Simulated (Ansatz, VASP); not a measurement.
## One calculation of BeCdS4, two programs

```
Be Cd S
1.0
    -2.24123    0.01085    4.62769
    -3.70583   -3.65804    0.00060
     5.15800   -7.29311    4.58672
Be Cd S
2 2 8
Direct
  0.68469 0.62967 0.31477
  0.18498 0.63003 0.81494
  0.01200 0.97574 0.48767
  0.51237 0.97639 0.98756
  0.29553 0.57272 0.01620
  0.79517 0.57228 0.51596
  0.91273 0.76981 0.13737
  0.41271 0.76982 0.63731
  0.56588 0.27387 0.38467
  0.06621 0.27418 0.88476
  0.40245 0.03006 0.28558
  0.90285 0.03030 0.78566
```

Change from the starting cell: cell x2, atoms moved at random (sigma 0.1 Å) and cell strained at random (1.5 %), then relaxed without symmetry.

Alike in both runs: functional PBE; k mesh 4 × 4 × 2; occupations gaussian, width 0.1 eV; no spin polarisation.

Ansatz relaxed the structure, and its values are those at the end. VASP's run is a single point on that final structure, the one shown.

```csv
,VASP,Ansatz
version,VASP 6.6.1,Ansatz 0.2.0
potentials or method,"VASP PAW PBE potentials, release 64 (Be, Cd, S), cutoff 520 eV","scalar-relativistic, plane waves, PAW"
valence electrons in the cell,76,92
```

```csv
,VASP,Ansatz,Ansatz less VASP
gap on the k mesh at the Fermi level (eV),1.20,1.20,-0.009
least direct gap on the mesh (eV),1.67,1.65,-0.015
pressure (GPa),0.0,0.0,+0.02
rms of the force components (eV/Å),0.043,0.003,-0.0401
```

VASP's potentials hold 76 valence electrons a cell and Ansatz's 92, so a difference there can come from the potentials and not from the codes.
